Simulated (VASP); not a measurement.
A run of VASP 6.6.1 is set up as follows.

Contents of POSCAR:

```
AlNi
1.0
    1.9386940000     -1.9531900000      0.0000000000
    1.9386940000      1.9531900000      0.0000000000
    0.0000000000      0.0000000000      3.0994300000
Al Ni
1 1
Direct
    0.0000000000      0.0000000000      0.0000000000
    0.5000000000      0.5000000000      0.5000000000
```

The input INCAR.step1:

```
SYSTEM = AlNi
  PREC = Accurate
  ENCUT = 520
  ISMEAR = 1
  SIGMA = 0.1
  LREAL = .FALSE.
  LASPH = .TRUE.
  NELM = 150
  ISPIN = 2
  MAGMOM = 0 1
  LMAXMIX = 4
  NBANDS = 18
  GGA = PE
  ALGO = Normal
  EDIFF = 1E-4
  LWAVE = .TRUE.
  LCHARG = .FALSE.
```

The input INCAR.step2:

```
SYSTEM = AlNi
  PREC = Accurate
  ENCUT = 520
  EDIFF = 1E-6
  ISMEAR = 1
  SIGMA = 0.1
  LREAL = .FALSE.
  LASPH = .TRUE.
  NELM = 150
  ALGO = Normal
  ISIF = 2
  LWAVE = .FALSE.
  LCHARG = .FALSE.
  ISPIN = 2
  MAGMOM = 0 1
  LORBIT = 11
  LMAXMIX = 4
  METAGGA = R2SCAN
  LMIXTAU = .TRUE.
  NBANDS = 18
  ISTART = 1
```

KPOINTS

```
Automatic mesh
0
G
  11 11 10
  0 0 0
```

Potentials or basis: VASP PAW PBE potentials, release 64 (Al, Ni).

Command:

```bash
$ cat potpaw_PBE.64/Al/POTCAR potpaw_PBE.64/Ni/POTCAR > POTCAR
$ cp INCAR.step1 INCAR
$ mpirun -np 1 vasp_std > vasp.out
$ cp INCAR.step2 INCAR
$ mpirun -np 1 vasp_std > vasp.out
```

Question: Predict the pressure.

Answer: 0.3 GPa.

Question: Predict the net moment.

Answer: 0.00 μB per cell.

Stress tensor (GPa, compression positive):
```
 3.32  0.00  0.00
 0.00  1.48  0.00
 0.00  0.00 -3.84
```

Caveat: the PAW data sets were made with another functional, which shifts forces and pressure a little.
